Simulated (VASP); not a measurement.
# Cr (Fm-3m) in VASP: single point with PBE

Aim: the single point of Cr with PBE.

Everything below comes from runs of VASP 6.6.1. Logs are shortened: lines on timing, memory, paths and dates and some standing lists are left out, and cuts for length are marked.

## (1) The cell of the first run

Symmetry: Fm-3m, No. 225, cubic system. Conventional cell: a = 3.797 Å, b = 3.797 Å, c = 3.797 Å, α = 90.00°, β = 90.00°, γ = 90.00°. Cr (site symmetry m-3m) has 12 Cr at 2.69 Å within 3.5 Å.

## (2) Single point, PBE, collinear spin, zero start

The input, INCAR:

```
SYSTEM = Cr
ALGO     = Normal         ! electronic algorithm
EDIFF    = 1E-6           ! SCF threshold, eV
ENCUT    = 500            ! plane-wave cutoff, eV
GGA      = PE             ! functional
GGA_COMPAT= .FALSE.      
ISIF     = 2              ! what is computed and relaxed
ISMEAR   = -1             ! smearing method
ISPIN    = 2              ! spin polarisation
LASPH    = .TRUE.         ! aspherical terms in the spheres
LCHARG   = .FALSE.        ! write CHGCAR
LMAXMIX  = 4              ! l up to which the mixer works
LORBIT   = 11             ! projections on sites
LREAL    = .FALSE.        ! projectors in reciprocal space
LWAVE    = .FALSE.        ! write WAVECAR
MAGMOM   = 0              ! initial moments
NBANDS   = 16             ! bands
NELM     = 200            ! most SCF steps
PREC     = Accurate       ! precision mode
SIGMA    = 0.1            ! smearing width, eV
```

The input, KPOINTS:

```
k-points
0
G
  8 8 8
  0 0 0
```

The input, POSCAR:

```
Cr
1.0
    0.0000000000      1.8986140000      1.8986140000
    1.8986140000      0.0000000000      1.8986140000
    1.8986140000      1.8986140000      0.0000000000
Cr
1
Direct
    0.0000000000      0.0000000000      0.0000000000
```

Potentials or basis: VASP PAW PBE potentials, release 64 (Cr_pv).

Launch:

```bash
> cat potpaw_PBE.64/Cr_pv/POTCAR > POTCAR
> mpirun -np 1 vasp_std > vasp.out
```

OUTCAR:

```text
SYSTEM = Cr
   EDIFF = 1E-6
   ENCUT = 500
   GGA = PE
   ISIF = 2
   ISMEAR = -1
   ISPIN = 2
   LASPH = .TRUE.
   LORBIT = 11
   LREAL = .FALSE.
   NELM = 200
   PREC = Accurate

 ion  position               nearest neighbor table
   1  0.000  0.000  0.000-

  LATTYP: Found a face centered cubic cell.
 ALAT       =     3.7972280000

  Lattice vectors:

 A1 = (   0.0000000000,   1.8986140000,   1.8986140000)
 A2 = (   1.8986140000,   0.0000000000,   1.8986140000)
 A3 = (   1.8986140000,   1.8986140000,   0.0000000000)

Analysis of symmetry for initial positions (statically):
=====================================================================
 Subroutine PRICEL returns:
 Original cell was already a primitive cell.

 Routine SETGRP: Setting up the symmetry group for a
 face centered cubic supercell.

 Subroutine GETGRP returns: Found 48 space group operations
 (whereof 48 operations were pure point group operations)
 out of a pool of 48 trial point group operations.

The static configuration has the point symmetry O_h .

Analysis of symmetry for dynamics (positions and initial velocities):
=====================================================================
 Subroutine PRICEL returns:
 Original cell was already a primitive cell.

 Routine SETGRP: Setting up the symmetry group for a
 face centered cubic supercell.

 Subroutine GETGRP returns: Found 48 space group operations
 (whereof 48 operations were pure point group operations)
 out of a pool of 48 trial point group operations.

The dynamic configuration has the point symmetry O_h .

Analysis of structural, dynamic, and magnetic symmetry:
=====================================================================
 Subroutine PRICEL returns:
 Original cell was already a primitive cell.

 Routine SETGRP: Setting up the symmetry group for a
 face centered cubic supercell.

 Subroutine GETGRP returns: Found 48 space group operations
 (whereof 48 operations were pure point group operations)
 out of a pool of 48 trial point group operations.

The overall configuration has the point symmetry O_h .

 Subroutine INISYM returns: Found 48 space group operations
 (whereof 48 operations are pure point group operations),
 and found     1 'primitive' translations

----------------------------------------------------------------------------------------

[... 98 lines left out ...]
   POTIM  = 0.5000    time-step for ionic-motion
   TEBEG  =    0.0;   TEEND  =   0.0 temperature during run
   PSTRESS=    0.0 pullay stress
   NELECT =      12.0000    total number of electrons
   NUPDOWN=      -1.0000    fix difference up-down
   EMIN   =  10.00;   EMAX   =-10.00  energy-range for DOS
   EFERMI =   0.00;   METHOD = LEGACY
   ISMEAR =    -1;   SIGMA  =   0.10  broadening in eV -4-tet -1-fermi 0-gaus
   EFERMI_NEDOS =   21; number of points for ismear=-14 and -15
   IALGO  =     38    algorithm
   IMIX   =      4    mixing-type and parameters
     AMIX     =   0.40;   BMIX     =  1.00
     AMIX_MAG =   1.60;   BMIX_MAG =  1.00
  volume/ion in A,a.u.               =      13.69        92.37
  Fermi-wavevector in a.u.,A,eV,Ry     =   1.566830  2.960880 33.401711  2.454957
  Thomas-Fermi vector in A             =   2.669100
   LORBIT       =     11    0 simple, 1 ext, 2 COOP (PROOUT), +10 PAW based schemes
   GGA     = PE    functional components
   LHFCALC =     F    Hartree Fock is set to
   AEXX    =    0.0000 exact exchange contribution
   IVDW    =     0    specifies the selected vdW correction
   LEPSILON=     F    determine dielectric tensor
   LRPA    =     F    only Hartree local field effects (RPA)
 spin polarized calculation
  energy-cutoff  :      500.00
  volume of cell :       13.69
 maximum number of plane-waves:       360
   NGX =  9   NGY =  9   NGZ =  9

 number of electron      12.0000010 magnetization       0.0000000

 number of electron      12.0000011 magnetization      -0.0000015

 Free energy of the ion-electron system (eV)
  ---------------------------------------------------
  ext. energy  EPLUGINS =         0.00000000
  ---------------------------------------------------
  free energy    TOTEN  =        -9.00042836 eV

  energy without entropy =       -8.93190333  energy(sigma->0) =       -8.96616585

 E-fermi :   8.4904     XC(G=0): -12.7084

 val. band max:        8.4681726282   @ k =   0.2500   0.1250   0.0000
 cond. band min:       8.5707435529   @ k =  -0.1250   0.1250   0.0000
 fundamental gap:      0.1025709247
 Fermi energy:         8.4904322845

 spin component 1

 k-point     1 :       0.0000    0.0000    0.0000
  band No.  band energies     occupation
      1     -34.1003      1.00000
      2     -34.1003      1.00000
      3     -34.1003      1.00000
      4       1.5221      1.00000
      5       8.1625      0.96372
      6       8.1625      0.96372
[... 435 lines left out ...]
      5       6.9439      1.00000
      6       7.8402      0.99850
[... 8 lines left out ...]
     15      35.0326      0.00000
     16      40.1085      0.00000

 [... further k-points ...]

 spin component 2

 k-point     1 :       0.0000    0.0000    0.0000
  band No.  band energies     occupation
      1     -34.1003      1.00000
      2     -34.1003      1.00000
      3     -34.1003      1.00000
      4       1.5221      1.00000
      5       8.1625      0.96372
      6       8.1625      0.96372
[... 435 lines left out ...]
      5       6.9439      1.00000
      6       7.8402      0.99850
[... 8 lines left out ...]
     15      35.0326      0.00000
     16      40.1085      0.00000

 [... further k-points ...]
[... 5 lines left out ...]
  --------------------------------------------------------------------------------------
  -------------------------------------------------------------------------------------
  Total       -2.1110893     -2.1110893     -2.1110893      0.0000000      0.0000000      0.0000000
  in kB     -247.1025035   -247.1025035   -247.1025035      0.0000000      0.0000000      0.0000000
  external PRESSURE =    -247.1025035 kB  Pullay stress =       0.0000000 kB

 VOLUME and BASIS-vectors are now :
 -----------------------------------------------------------------------------
  energy-cutoff  :      500.00
  volume of cell :       13.69
      direct lattice vectors                 reciprocal lattice vectors
     0.000000000  1.898614000  1.898614000    -0.263350002  0.263350002  0.263350002
     1.898614000  0.000000000  1.898614000     0.263350002 -0.263350002  0.263350002
     1.898614000  1.898614000  0.000000000     0.263350002  0.263350002 -0.263350002

 POSITION                                       TOTAL-FORCE (eV/Angst)
 -----------------------------------------------------------------------------------
      0.00000      0.00000      0.00000         0.000000      0.000000      0.000000
 -----------------------------------------------------------------------------------
    total drift:                                0.000000      0.000000      0.000000

  FREE ENERGIE OF THE ION-ELECTRON SYSTEM (eV)
  ---------------------------------------------------
  free  energy   TOTEN  =        -9.0004283627 eV

  energy  without entropy=       -8.9319033337  energy(sigma->0) =       -8.96616585

 total charge

# of ion       s       p       d       tot
------------------------------------------
    1        0.394   6.303   4.050  10.747

 magnetization (x)

# of ion       s       p       d       tot
------------------------------------------
    1       -0.000   0.000   0.000   0.000
```

Run time: 5.4 s. Hardware: 1 thread of Intel Xeon 6975P-C (Granite Rapids), shared host; peak memory 0.13 GiB.

Results:

| Quantity | Value |
| --- | --- |
| Free energy | -9.0004 eV |
| Pressure | -24.7 GPa |
| Band gap on the k mesh | zero (filled and empty bands overlap) |
| Net moment | 0.00 μB per cell |
| Valence electrons inside the program's atomic spheres | Cr 10.75 |
